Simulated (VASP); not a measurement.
# LiCl (Fm-3m) in VASP: notebook

The runs below take LiCl through relaxation of cell and atoms, single point, with LDA, PBEsol, PBE, r2SCAN0.

All numbers are computed with VASP 6.6.1; they aren't measurements. Logs are shortened: lines on timing, memory, paths and dates and some standing lists are left out, and cuts for length are marked.

### 1 The cell of the first run

It takes space group Fm-3m (No. 225, cubic). The conventional cell has a = 5.130 Å, b = 5.130 Å, c = 5.130 Å, α = 90.00°, β = 90.00°, γ = 90.00°. Within 3.4 Å of Cl (site symmetry m-3m) lie 6 Li at 2.56 Å. Li (site symmetry m-3m) has 6 Cl at 2.56 Å within 3.4 Å.

### 2 Relaxation of cell and atoms, LDA

INCAR

```
PREC = Accurate ; ENCUT = 600
EDIFF = 1E-6 ; ISMEAR = -1
SIGMA = 0.05 ; LREAL = F
LASPH = T ; NELM = 80
ALGO = Normal ; ISIF = 3
LWAVE = F ; LCHARG = F
GGA = CA ; IBRION = 2
NSW = 60 ; EDIFFG = -0.01
```

KPOINTS

```
Automatic mesh
0
Gamma
  9 9 9
```

POSCAR

```
LiCl
1.0
    0.0000000000      2.5647700000      2.5647700000
    2.5647700000      0.0000000000      2.5647700000
    2.5647700000      2.5647700000      0.0000000000
Cl Li
1 1
Direct
    0.5000000000      0.5000000000      0.5000000000
    0.0000000000      0.0000000000      0.0000000000
```

Potentials or basis: VASP PAW LDA potentials, release 64 (Cl, Li_sv).

Command:

```console
$ cat potpaw_LDA.64/Cl/POTCAR potpaw_LDA.64/Li_sv/POTCAR > POTCAR
$ mpirun -np 1 vasp_std > vasp.out
```

OUTCAR:

```text
PREC = Accurate
   ENCUT = 600
   EDIFF = 1E-6
   ISMEAR = -1
   LREAL = F
   LASPH = T
   NELM = 80
   ISIF = 3
   GGA = CA
   IBRION = 2
   NSW = 60
   EDIFFG = -0.01

 ion  position               nearest neighbor table
   1  0.500  0.500  0.500-   2 2.56   2 2.56   2 2.56   2 2.56   2 2.56   2 2.56
   2  0.000  0.000  0.000-   1 2.56   1 2.56   1 2.56   1 2.56   1 2.56   1 2.56

  LATTYP: Found a face centered cubic cell.
 ALAT       =     5.1295400000

  Lattice vectors:

 A1 = (   0.0000000000,   2.5647700000,   2.5647700000)
 A2 = (   2.5647700000,   0.0000000000,   2.5647700000)
 A3 = (   2.5647700000,   2.5647700000,   0.0000000000)

Analysis of symmetry for initial positions (statically):
=====================================================================
 Subroutine PRICEL returns:
 Original cell was already a primitive cell.

 Routine SETGRP: Setting up the symmetry group for a
 face centered cubic supercell.

 Subroutine GETGRP returns: Found 48 space group operations
 (whereof 48 operations were pure point group operations)
 out of a pool of 48 trial point group operations.

The static configuration has the point symmetry O_h .

Analysis of symmetry for dynamics (positions and initial velocities):
=====================================================================
 Subroutine PRICEL returns:
 Original cell was already a primitive cell.

 Routine SETGRP: Setting up the symmetry group for a
 face centered cubic supercell.

 Subroutine GETGRP returns: Found 48 space group operations
 (whereof 48 operations were pure point group operations)
 out of a pool of 48 trial point group operations.

The dynamic configuration has the point symmetry O_h .

 Subroutine INISYM returns: Found 48 space group operations
 (whereof 48 operations are pure point group operations),
 and found     1 'primitive' translations

----------------------------------------------------------------------------------------

                                     Primitive cell

  volume of cell :      33.7423

  direct lattice vectors                    reciprocal lattice vectors
     0.000000000  2.564770000  2.564770000    -0.194949255  0.194949255  0.194949255
     2.564770000  0.000000000  2.564770000     0.194949255 -0.194949255  0.194949255
     2.564770000  2.564770000  0.000000000     0.194949255  0.194949255 -0.194949255

  length of vectors
     3.627132518  3.627132518  3.627132518     0.337662014  0.337662014  0.337662014

  position of ions in fractional coordinates (direct lattice)
     0.500000000  0.500000000  0.500000000
     0.000000000  0.000000000  0.000000000

  ion indices of the primitive-cell ions
   primitive index   ion index
                 1           1
                 2           2

----------------------------------------------------------------------------------------

 KPOINTS: Automatic mesh

Automatic generation of k-mesh.
 Grid dimensions read from file:
 generate k-points for:    9    9    9

 Generating k-lattice:

  Cartesian coordinates                     Fractional coordinates (reciprocal lattice)
    -0.021661028  0.021661028  0.021661028     0.111111111  0.000000000  0.000000000
     0.021661028 -0.021661028  0.021661028     0.000000000  0.111111111  0.000000000
     0.021661028  0.021661028 -0.021661028     0.000000000  0.000000000  0.111111111

  Length of vectors
     0.037518002  0.037518002  0.037518002

  Shift w.r.t. Gamma in fractional coordinates (k-lattice)
     0.000000000  0.000000000  0.000000000

 Subroutine IBZKPT returns following result:
 ===========================================

 Found     35 irreducible k-points:

 Following reciprocal coordinates:
            Coordinates               Weight
  0.000000  0.000000  0.000000      1.000000
  0.111111  0.000000  0.000000      8.000000
  0.222222  0.000000  0.000000      8.000000
  0.333333  0.000000  0.000000      8.000000
  0.444444  0.000000  0.000000      8.000000
  0.111111  0.111111  0.000000      6.000000
[... 16 lines left out ...]
 -0.333333  0.333333  0.000000     12.000000
  0.444444  0.444444  0.000000      6.000000
 [... further k-points ...]
   k-points           NKPTS =     35   k-points in BZ     NKDIM =     35   number of bands    NBANDS=      9
   number of dos      NEDOS =    301   number of ions     NIONS =      2
   total plane-waves  NPLWV =  27000
   dimension x,y,z NGX =    30 NGY =   30 NGZ =   30
   dimension x,y,z NGXF=    60 NGYF=   60 NGZF=   60
   ions per type =               1   1
   NGX,Y,Z   is equivalent  to a cutoff of  13.75, 13.75, 13.75 a.u.
   NGXF,Y,Z  is equivalent  to a cutoff of  27.50, 27.50, 27.50 a.u.
 SYSTEM =  unknown system
   PREC   = accura    normal or accurate (medium, high low for compatibility)
   ISTART =      0    job   : 0-new  1-cont  2-samecut
   ICHARG =      2    charge: 1-file 2-atom 10-const
   ISPIN  =      1    spin polarized calculation?
   LNONCOLLINEAR =      F non collinear calculations
   LSORBIT =      F    spin-orbit coupling
   LASPH  =      T    aspherical Exc in radial PAW
   ENCUT  =  600.0 eV  44.10 Ry    6.64 a.u.   7.24  7.24  7.24*2*pi/ulx,y,z
   NELM   =     80;   NELMIN=  2; NELMDL= -5     # of ELM steps
   EDIFF  = 0.1E-05   stopping-criterion for ELM
   LREAL  =      F    real-space projection
   EDIFFG = -.1E-01   stopping-criterion for IOM
   NSW    =     60    number of steps for IOM
   IBRION =      2    ionic relax: 0-MD 1-quasi-New 2-CG
   NFREE  =      1    steps in history (QN), initial steepest desc. (CG)
   ISIF   =      3    stress and relaxation
   ISYM   =      2    0-nonsym 1-usesym 2-fastsym
   POTIM  = 0.5000    time-step for ionic-motion
   TEBEG  =    0.0;   TEEND  =   0.0 temperature during run
   PSTRESS=    0.0 pullay stress
   NELECT =      10.0000    total number of electrons
   NUPDOWN=      -1.0000    fix difference up-down
   EMIN   =  10.00;   EMAX   =-10.00  energy-range for DOS
   EFERMI =   0.00;   METHOD = LEGACY
   ISMEAR =    -1;   SIGMA  =   0.05  broadening in eV -4-tet -1-fermi 0-gaus
   EFERMI_NEDOS =   21; number of points for ismear=-14 and -15
   IALGO  =     38    algorithm
   IMIX   =      4    mixing-type and parameters
     AMIX     =   0.40;   BMIX     =  1.00
     AMIX_MAG =   1.60;   BMIX_MAG =  1.00
  volume/ion in A,a.u.               =      16.87       113.85
  Fermi-wavevector in a.u.,A,eV,Ry     =   1.091482  2.062601 16.209056  1.191332
  Thomas-Fermi vector in A             =   2.227728
   LORBIT       =      0    0 simple, 1 ext, 2 COOP (PROOUT), +10 PAW based schemes
   GGA     = CA    functional components
   LHFCALC =     F    Hartree Fock is set to
   AEXX    =    0.0000 exact exchange contribution
   IVDW    =     0    specifies the selected vdW correction
   LEPSILON=     F    determine dielectric tensor
   LRPA    =     F    only Hartree local field effects (RPA)
 conjugate gradient relaxation of ions
 non-spin polarized calculation
  energy-cutoff  :      600.00
  volume of cell :       33.74
 maximum number of plane-waves:      1147
 NGX is ok and might be reduce to    30
   NGX = 15   NGY = 15   NGZ = 15

--------------------------------------- Ionic step        1  -------------------------------------------

 number of electron      10.0000005 magnetization

 Free energy of the ion-electron system (eV)
  ---------------------------------------------------
  ext. energy  EPLUGINS =         0.00000000
  ---------------------------------------------------
  free energy    TOTEN  =        -8.06156865 eV

  energy without entropy =       -8.06156865  energy(sigma->0) =       -8.06156865

------------------------ aborting loop because EDIFF is reached ----------------------------------------

  FORCE on cell =-STRESS in cart. coord.  units (eV):
  Direction    XX          YY          ZZ          XY          YZ          ZX
  --------------------------------------------------------------------------------------
  -------------------------------------------------------------------------------------
  Total       -0.6942127     -0.6942127     -0.6942127      0.0000000     -0.0000000      0.0000000
  in kB      -32.9630858    -32.9630858    -32.9630858      0.0000000     -0.0000000      0.0000000
  external PRESSURE =     -32.9630858 kB  Pullay stress =       0.0000000 kB

 VOLUME and BASIS-vectors are now :
 -----------------------------------------------------------------------------
  energy-cutoff  :      600.00
  volume of cell :       33.74
      direct lattice vectors                 reciprocal lattice vectors
     0.000000000  2.564770000  2.564770000    -0.194949255  0.194949255  0.194949255
     2.564770000  0.000000000  2.564770000     0.194949255 -0.194949255  0.194949255
     2.564770000  2.564770000  0.000000000     0.194949255  0.194949255 -0.194949255
[... 73 lines left out ...]
 POSITION                                       TOTAL-FORCE (eV/Angst)
 -----------------------------------------------------------------------------------
      2.48519      2.48519      2.48519         0.000000     -0.000000     -0.000000
      0.00000      0.00000      0.00000        -0.000000      0.000000      0.000000
 -----------------------------------------------------------------------------------
    total drift:                               -0.000000     -0.000000      0.000000

  FREE ENERGIE OF THE ION-ELECTRON SYSTEM (eV)
  ---------------------------------------------------
  free  energy   TOTEN  =        -8.0978116255 eV

  energy  without entropy=       -8.0978116255  energy(sigma->0) =       -8.09781163

--------------------------------------- Ionic step        4  -------------------------------------------

 number of electron       9.9999998 magnetization

 Free energy of the ion-electron system (eV)
  ---------------------------------------------------
  ext. energy  EPLUGINS =         0.00000000
  ---------------------------------------------------
  free energy    TOTEN  =        -8.09794557 eV

  energy without entropy =       -8.09794557  energy(sigma->0) =       -8.09794557

 E-fermi :   2.4328     XC(G=0):  -9.5989

 val. band max:        1.2720862215   @ k =  -0.1111   0.1111   0.0000
 cond. band min:       7.8371301147   @ k =   0.4444   0.0000   0.0000
 fundamental gap:      6.5650438932
 Fermi energy:         2.4327770936

 k-point     1 :       0.0000    0.0000    0.0000
  band No.  band energies     occupation
      1     -41.0634      2.00000
      2     -12.4425      2.00000
      3       1.2713      2.00000
      4       1.2713      2.00000
      5       1.2713      2.00000
      6       7.9021      0.00000
      7      13.0865      0.00000
      8      13.0865      0.00000
      9      13.0865      0.00000

 k-point     2 :       0.1111    0.0000    0.0000
  band No.  band energies     occupation
      1     -41.0628      2.00000
      2     -12.3669      2.00000
      3       0.7662      2.00000
      4       1.2312      2.00000
      5       1.2312      2.00000
      6       8.2875      0.00000
      7      12.4060      0.00000
      8      13.0804      0.00000
      9      13.0804      0.00000
[... 253 lines left out ...]
 k-point    24 :       0.4444    0.4444    0.0000
  band No.  band energies     occupation
      1     -41.0564      2.00000
      2     -11.4095      2.00000
      3      -2.1168      2.00000
      4      -0.0391      2.00000
      5      -0.0391      2.00000
      6       9.1784      0.00000
      7       9.1884      0.00000
      8      13.9593      0.00000
      9      15.5947      0.00000

 [... further k-points ...]

------------------------ aborting loop because EDIFF is reached ----------------------------------------

  FORCE on cell =-STRESS in cart. coord.  units (eV):
  Direction    XX          YY          ZZ          XY          YZ          ZX
  --------------------------------------------------------------------------------------
  -------------------------------------------------------------------------------------
  Total        0.0034048      0.0034048      0.0034048     -0.0000000      0.0000000      0.0000000
  in kB        0.1788220      0.1788220      0.1788220     -0.0000000      0.0000000      0.0000000
  external PRESSURE =       0.1788220 kB  Pullay stress =       0.0000000 kB

 VOLUME and BASIS-vectors are now :
 -----------------------------------------------------------------------------
  energy-cutoff  :      600.00
  volume of cell :       30.51
      direct lattice vectors                 reciprocal lattice vectors
     0.000000000  2.479996964  2.479996964    -0.201613150  0.201613150  0.201613150
     2.479996964 -0.000000000  2.479996964     0.201613150 -0.201613150  0.201613150
     2.479996964  2.479996964  0.000000000     0.201613150  0.201613150 -0.201613150

 POSITION                                       TOTAL-FORCE (eV/Angst)
 -----------------------------------------------------------------------------------
      2.48000      2.48000      2.48000         0.000000      0.000000     -0.000000
      2.48000     -0.00000      2.48000        -0.000000     -0.000000      0.000000
 -----------------------------------------------------------------------------------
    total drift:                                0.000000     -0.000000      0.000000

  FREE ENERGIE OF THE ION-ELECTRON SYSTEM (eV)
  ---------------------------------------------------
  free  energy   TOTEN  =        -8.0979455713 eV

  energy  without entropy=       -8.0979455713  energy(sigma->0) =       -8.09794557

 reached required accuracy - stopping structural energy minimisation
```

It took 28 s on 1 thread of Intel Xeon Platinum 8259CL at 2.50GHz (Skylake/Cascade Lake), shared host; peak memory 0.15 GiB.

What came out:

```yaml
Free_energy: -8.0979 eV
Relaxed_volume: 15.25 Å³/atom
Relaxed_cell: a = 3.507 Å, b = 3.507 Å, c = 3.507 Å, α = 60.00°, β = 60.00°, γ = 60.00°
Space_group_after_relaxing_to_0.05_Å: Fm-3m (No. 225)
Energy_gained_by_relaxing: 18.2 meV/atom
Ionic_steps: 4
Pressure_after_relaxing: 0.0 GPa
Band_gap_on_the_k_mesh: 6.57 eV, indirect (least direct gap 6.63 eV)
```

Step by step:
```csv
step,energy change (eV),largest force (eV/Å),pressure (GPa),volume (Å³)
1,0.0000,0.0000,-3.30,33.74
2,-0.0271,0.0000,-1.83,32.08
3,-0.0362,0.0000,-0.24,30.70
4,-0.0364,0.0000,0.02,30.51
```

Final structure:
```
Cl Li
1.0
     0.00000    2.48000    2.48000
     2.48000    0.00000    2.48000
     2.48000    2.48000    0.00000
Cl Li
1 1
Cartesian
  2.4800 2.4800 2.4800
  2.4800 0.0000 2.4800
```

Caveat: the cutoff is under 1.25 times the usual one of these potentials, so pressure, stress and relaxed cells hold a basis-set (Pulay) error.

[end of part 1 of 3]
